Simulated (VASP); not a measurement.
# Ir (Pm-3m) in VASP: further runs

The runs below take Ir through single point, with LDA.

Everything below comes from runs of VASP 6.6.1. Logs are shortened: lines on timing, memory, paths and dates and some standing lists are left out, and cuts for length are marked.

### 1 The cell of the first run

The structure is cubic, space group Pm-3m (No. 221). The conventional cell has a = 2.494 Å, b = 2.494 Å, c = 2.494 Å, α = 90.00°, β = 90.00°, γ = 90.00°. Within 3.3 Å of Ir (site symmetry m-3m) lie 6 Ir at 2.49 Å.

This isn't the form of Ir at room conditions, which is fcc.

### 2 Single point, LDA (15.51 Å³/atom)

Input file INCAR:

```
SYSTEM = Ir
ALGO = Normal
EDIFF = 1E-6
ENCUT = 560
GGA_COMPAT = .FALSE.
ISIF = 2
ISMEAR = -1
LASPH = .TRUE.
LCHARG = .FALSE.
LREAL = .FALSE.
LWAVE = .FALSE.
NBANDS = 14
NELM = 120
PREC = Accurate
SIGMA = 0.1
```

Input file KPOINTS:

```
k-points
0
G
  14 14 14
  0 0 0
```

Input file POSCAR:

```
Ir
1.0
    2.4938766457      0.0000000000      0.0000000000
    0.0000000000      2.4938766457      0.0000000000
    0.0000000000      0.0000000000      2.4938766457
Ir
1
Direct
    0.0000000000      0.0000000000      0.0000000000
```

Potentials or basis: VASP PAW LDA potentials, release 64 (Ir_sv_GW).

Started as:

```sh
$ cat potpaw_LDA.64/Ir_sv_GW/POTCAR > POTCAR
$ mpirun -np 1 vasp_std > vasp.out
```

OUTCAR:

```text
SYSTEM = Ir
   EDIFF = 1E-6
   ENCUT = 560
   ISIF = 2
   ISMEAR = -1
   LASPH = .TRUE.
   LREAL = .FALSE.
   NELM = 120
   PREC = Accurate

 ion  position               nearest neighbor table
   1  0.000  0.000  0.000-

  LATTYP: Found a simple cubic cell.
 ALAT       =     2.4938766457

  Lattice vectors:

 A1 = (   2.4938766457,   0.0000000000,   0.0000000000)
 A2 = (   0.0000000000,   2.4938766457,   0.0000000000)
 A3 = (   0.0000000000,   0.0000000000,   2.4938766457)

Analysis of symmetry for initial positions (statically):
=====================================================================
 Subroutine PRICEL returns:
 Original cell was already a primitive cell.

 Routine SETGRP: Setting up the symmetry group for a
 simple cubic supercell.

 Subroutine GETGRP returns: Found 48 space group operations
 (whereof 48 operations were pure point group operations)
 out of a pool of 48 trial point group operations.

The static configuration has the point symmetry O_h .

Analysis of symmetry for dynamics (positions and initial velocities):
=====================================================================
 Subroutine PRICEL returns:
 Original cell was already a primitive cell.

 Routine SETGRP: Setting up the symmetry group for a
 simple cubic supercell.

 Subroutine GETGRP returns: Found 48 space group operations
 (whereof 48 operations were pure point group operations)
 out of a pool of 48 trial point group operations.

The dynamic configuration has the point symmetry O_h .

 Subroutine INISYM returns: Found 48 space group operations
 (whereof 48 operations are pure point group operations),
 and found     1 'primitive' translations

----------------------------------------------------------------------------------------

                                     Primitive cell

  volume of cell :      15.5105

  direct lattice vectors                    reciprocal lattice vectors
     2.493876646  0.000000000  0.000000000     0.400982142  0.000000000  0.000000000
     0.000000000  2.493876646  0.000000000     0.000000000  0.400982142  0.000000000
     0.000000000  0.000000000  2.493876646     0.000000000  0.000000000  0.400982142

  length of vectors
     2.493876646  2.493876646  2.493876646     0.400982142  0.400982142  0.400982142

  position of ions in fractional coordinates (direct lattice)
     0.000000000  0.000000000  0.000000000

  ion indices of the primitive-cell ions
   primitive index   ion index
                 1           1

----------------------------------------------------------------------------------------

 KPOINTS: k-points

Automatic generation of k-mesh.
 Grid dimensions read from file:
 generate k-points for:   14   14   14

 Generating k-lattice:

  Cartesian coordinates                     Fractional coordinates (reciprocal lattice)
     0.028641582  0.000000000  0.000000000     0.071428571  0.000000000  0.000000000
     0.000000000  0.028641582  0.000000000     0.000000000  0.071428571  0.000000000
     0.000000000  0.000000000  0.028641582     0.000000000  0.000000000  0.071428571

  Length of vectors
     0.028641582  0.028641582  0.028641582

  Shift w.r.t. Gamma in fractional coordinates (k-lattice)
     0.000000000  0.000000000  0.000000000

 Subroutine IBZKPT returns following result:
 ===========================================

 Found    120 irreducible k-points:

 Following reciprocal coordinates:
            Coordinates               Weight
  0.000000  0.000000  0.000000      1.000000
  0.071429  0.000000  0.000000      6.000000
  0.142857  0.000000  0.000000      6.000000
  0.214286  0.000000  0.000000      6.000000
  0.285714  0.000000  0.000000      6.000000
  0.357143  0.000000  0.000000      6.000000
[... 16 lines left out ...]
  0.285714  0.214286  0.000000     24.000000
  0.357143  0.214286  0.000000     24.000000
 [... further k-points ...]
   k-points           NKPTS =    120   k-points in BZ     NKDIM =    120   number of bands    NBANDS=     14
   number of dos      NEDOS =    301   number of ions     NIONS =      1
   total plane-waves  NPLWV =   8000
   dimension x,y,z NGX =    20 NGY =   20 NGZ =   20
   dimension x,y,z NGXF=    40 NGYF=   40 NGZF=   40
   ions per type =               1
   NGX,Y,Z   is equivalent  to a cutoff of  13.33, 13.33, 13.33 a.u.
   NGXF,Y,Z  is equivalent  to a cutoff of  26.66, 26.66, 26.66 a.u.
 SYSTEM =  Ir
   PREC   = accura    normal or accurate (medium, high low for compatibility)
   ISTART =      0    job   : 0-new  1-cont  2-samecut
   ICHARG =      2    charge: 1-file 2-atom 10-const
   ISPIN  =      1    spin polarized calculation?
   LNONCOLLINEAR =      F non collinear calculations
   LSORBIT =      F    spin-orbit coupling
   LASPH  =      T    aspherical Exc in radial PAW
   ENCUT  =  560.0 eV  41.16 Ry    6.42 a.u.   4.81  4.81  4.81*2*pi/ulx,y,z
   NELM   =    120;   NELMIN=  2; NELMDL= -5     # of ELM steps
   EDIFF  = 0.1E-05   stopping-criterion for ELM
   LREAL  =      F    real-space projection
   EDIFFG = 0.1E-04   stopping-criterion for IOM
   NSW    =      0    number of steps for IOM
   IBRION =     -1    ionic relax: 0-MD 1-quasi-New 2-CG
   NFREE  =      0    steps in history (QN), initial steepest desc. (CG)
   ISIF   =      2    stress and relaxation
   ISYM   =      2    0-nonsym 1-usesym 2-fastsym
   POTIM  = 0.5000    time-step for ionic-motion
   TEBEG  =    0.0;   TEEND  =   0.0 temperature during run
   PSTRESS=    0.0 pullay stress
   NELECT =      17.0000    total number of electrons
   NUPDOWN=      -1.0000    fix difference up-down
   EMIN   =  10.00;   EMAX   =-10.00  energy-range for DOS
   EFERMI =   0.00;   METHOD = LEGACY
   ISMEAR =    -1;   SIGMA  =   0.10  broadening in eV -4-tet -1-fermi 0-gaus
   EFERMI_NEDOS =   21; number of points for ismear=-14 and -15
   IALGO  =     38    algorithm
   IMIX   =      4    mixing-type and parameters
     AMIX     =   0.40;   BMIX     =  1.00
     AMIX_MAG =   1.60;   BMIX_MAG =  1.00
  volume/ion in A,a.u.               =      15.51       104.67
  Fermi-wavevector in a.u.,A,eV,Ry     =   1.687911  3.189689 38.763584  2.849043
  Thomas-Fermi vector in A             =   2.770312
   LORBIT       =      0    0 simple, 1 ext, 2 COOP (PROOUT), +10 PAW based schemes
   GGA     = CA    functional components
   LHFCALC =     F    Hartree Fock is set to
   AEXX    =    0.0000 exact exchange contribution
   IVDW    =     0    specifies the selected vdW correction
   LEPSILON=     F    determine dielectric tensor
   LRPA    =     F    only Hartree local field effects (RPA)
 non-spin polarized calculation
  energy-cutoff  :      560.00
  volume of cell :       15.51
 maximum number of plane-waves:       480
 NGX is ok and might be reduce to    20
   NGX =  9   NGY =  9   NGZ =  9

 number of electron      17.0000000 magnetization

 Free energy of the ion-electron system (eV)
  ---------------------------------------------------
  ext. energy  EPLUGINS =         0.00000000
  ---------------------------------------------------
  free energy    TOTEN  =        -9.81726037 eV

  energy without entropy =       -9.77643343  energy(sigma->0) =       -9.79684690

 E-fermi :  10.8047     XC(G=0): -14.0375

 val. band max:       10.7677357392   @ k =   0.1429   0.1429   0.0714
 cond. band min:      10.8649015587   @ k =   0.2143   0.0000   0.0000
 fundamental gap:      0.0971658195
 Fermi energy:        10.8046553792

 k-point     1 :       0.0000    0.0000    0.0000
  band No.  band energies     occupation
      1     -81.2761      2.00000
      2     -37.8922      2.00000
      3     -37.8922      2.00000
      4     -37.8922      2.00000
      5       0.9049      2.00000
      6       4.0399      2.00000
      7       4.0399      2.00000
      8      12.3226      0.00000
      9      12.3226      0.00000
     10      12.3226      0.00000
     11      26.6442      0.00000
     12      26.6442      0.00000
     13      26.6442      0.00000
     14      33.4536      0.00000

 k-point     2 :       0.0714    0.0000    0.0000
  band No.  band energies     occupation
      1     -81.2727      2.00000
      2     -37.9435      2.00000
      3     -37.8879      2.00000
      4     -37.8879      2.00000
      5       1.0778      2.00000
      6       4.0772      2.00000
      7       4.2170      2.00000
      8      12.1133      0.00000
      9      12.1133      0.00000
     10      12.3383      0.00000
     11      25.6460      0.00000
     12      26.9775      0.00000
     13      26.9775      0.00000
     14      34.1420      0.00000

 k-point     3 :       0.1429    0.0000    0.0000
  band No.  band energies     occupation
      1     -81.2631      2.00000
      2     -38.0863      2.00000
      3     -37.8760      2.00000
      4     -37.8760      2.00000
      5       1.5451      2.00000
      6       4.1830      2.00000
      7       4.7633      2.00000
      8      11.5681      0.00097
      9      11.5681      0.00097
     10      12.3826      0.00000
     11      23.6571      0.00000
     12      27.8771      0.00000
     13      27.8771      0.00000
     14      32.3643      0.00000

 k-point     4 :       0.2143    0.0000    0.0000
  band No.  band energies     occupation
      1     -81.2487      2.00000
      2     -38.2884      2.00000
      3     -37.8583      2.00000
      4     -37.8583      2.00000
      5       2.1788      2.00000
      6       4.3405      2.00000
      7       5.6925      2.00000
      8      10.8649      0.70756
      9      10.8649      0.70756
     10      12.4473      0.00000
     11      21.6017      0.00000
     12      29.1189      0.00000
     13      29.1189      0.00000
     14      30.3873      0.00000

 k-point     5 :       0.2857    0.0000    0.0000
  band No.  band energies     occupation
      1     -81.2330      2.00000
      2     -38.5078      2.00000
      3     -37.8393      2.00000
      4     -37.8393      2.00000
      5       2.8441      2.00000
      6       4.5220      2.00000
      7       6.9298      2.00000
      8      10.1714      1.99645
      9      10.1714      1.99645
     10      12.5199      0.00000
     11      19.8133      0.00000
[... 276 lines left out ...]
 k-point    22 :       0.2143    0.2143    0.0000
  band No.  band energies     occupation
      1     -81.2217      2.00000
      2     -38.2593      2.00000
      3     -38.2395      2.00000
      4     -37.8254      2.00000
      5       3.3715      2.00000
      6       5.4065      2.00000
      7       6.4747      2.00000
      8       9.4227      2.00000
      9      10.8998      0.55738
     10      11.2062      0.03544
     11      23.3779      0.00000
     12      23.8150      0.00000
     13      30.7701      0.00000
     14      31.8001      0.00000

 k-point    23 :       0.2857    0.2143    0.0000
  band No.  band energies     occupation
      1     -81.2064      2.00000
      2     -38.4671      2.00000
      3     -38.2266      2.00000
      4     -37.8065      2.00000
      5       3.8975      2.00000
      6       5.6779      2.00000
      7       7.2238      2.00000
      8       9.3276      2.00000
      9      10.3534      1.97829
     10      11.1870      0.04277
     11      21.5072      0.00000
     12      24.7382      0.00000
     13      30.0402      0.00000
     14      33.2568      0.00000

 k-point    24 :       0.3571    0.2143    0.0000
  band No.  band energies     occupation
      1     -81.1923      2.00000
      2     -38.6585      2.00000
      3     -38.2065      2.00000
      4     -37.7895      2.00000
      5       4.3513      2.00000
      6       5.7757      2.00000
      7       7.2849      2.00000
      8       9.8174      1.99990
      9      10.4976      1.91133
     10      11.2688      0.01911
     11      19.7047      0.00000
     12      25.8460      0.00000
     13      29.2005      0.00000
     14      33.9226      0.00000

 [... further k-points ...]
[... 5 lines left out ...]
  --------------------------------------------------------------------------------------
  -------------------------------------------------------------------------------------
  Total        1.1589263      1.1589263      1.1589263     -0.0000000     -0.0000000      0.0000000
  in kB      119.7130541    119.7130541    119.7130541     -0.0000000     -0.0000000      0.0000000
  external PRESSURE =     119.7130541 kB  Pullay stress =       0.0000000 kB

 VOLUME and BASIS-vectors are now :
 -----------------------------------------------------------------------------
  energy-cutoff  :      560.00
  volume of cell :       15.51
      direct lattice vectors                 reciprocal lattice vectors
     2.493876646  0.000000000  0.000000000     0.400982142  0.000000000  0.000000000
     0.000000000  2.493876646  0.000000000     0.000000000  0.400982142  0.000000000
     0.000000000  0.000000000  2.493876646     0.000000000  0.000000000  0.400982142

 POSITION                                       TOTAL-FORCE (eV/Angst)
 -----------------------------------------------------------------------------------
      0.00000      0.00000      0.00000         0.000000      0.000000      0.000000
 -----------------------------------------------------------------------------------
    total drift:                               -0.000000      0.000000     -0.000000

  FREE ENERGIE OF THE ION-ELECTRON SYSTEM (eV)
  ---------------------------------------------------
  free  energy   TOTEN  =        -9.8172603716 eV

  energy  without entropy=       -9.7764334278  energy(sigma->0) =       -9.79684690
```

It took 11 s on 1 thread of AMD EPYC 9R45 (Zen 5), shared host; peak memory 0.11 GiB.

Results:

| Item | Value |
| --- | --- |
| Free energy | -9.8173 eV |
| Pressure | 12.0 GPa |
| Band gap on the k mesh | zero (an odd number of electrons rules out a gap without spin polarisation) |

Levels at points of the mesh, in eV from the Fermi level:
| k point | band 5 | band 6 | band 7 | band 8 | band 9 | band 10 | band 11 | band 12 |
| --- | --- | --- | --- | --- | --- | --- | --- | --- |
| (0.00, 0.00, 0.00) | -9.90 | -6.76 | -6.76 | 1.52 | 1.52 | 1.52 | 15.84 | 15.84 |
| (0.50, 0.00, 0.00) | -6.78 | -5.95 | -1.69 | -1.69 | -1.18 | 1.84 | 6.68 | 15.72 |
| (0.50, 0.50, 0.00) | -7.32 | -5.25 | -1.08 | -1.08 | 3.87 | 4.66 | 4.66 | 12.76 |
| (0.50, 0.50, 0.50) | -5.91 | -5.91 | -5.91 | 4.10 | 4.10 | 8.72 | 11.51 | 11.51 |

Caveat: the cell stands under pressure; spin-orbit coupling is left out, which moves the levels of the heavy elements.

[end of part 1 of 2]

The gap in the log of VASP goes by the Fermi energy; the results here count the filled bands.